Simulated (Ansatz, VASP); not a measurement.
**One calculation of NaTl, two programs**

```xyz
4
Lattice="0.0000 3.7353 3.7353 3.7353 0.0000 3.7353 3.7353 3.7353 0.0000" Properties=species:S:1:pos:R:3 pbc="T T T"
Na    3.7353    3.7353    3.7353
Na    5.6029    5.6029    5.6029
Tl    0.0000    0.0000    0.0000
Tl    1.8677    1.8677    1.8677
```

Alike in both runs: task electric field gradients; functional PBEsol; k mesh 10 × 10 × 10; occupations fermi-dirac, width 0.05 eV; no spin polarisation.

|  | VASP | Ansatz |
| --- | --- | --- |
| version | VASP 6.6.1 | Ansatz 0.2.0 |
| potentials or method | VASP PAW PBE potentials, release 64 (Na_pv, Tl_d), cutoff 520 eV | all-electron PAW with datasets made for the crystal, scalar-relativistic |

```tsv
	VASP	Ansatz	Ansatz less VASP
pressure (GPa)	0.1	0.1	+0.02
```

VASP's potentials were made for PBE, not for PBEsol. Ansatz ran all-electron here, and VASP with PAW potentials.

Spin-orbit coupling is off throughout.
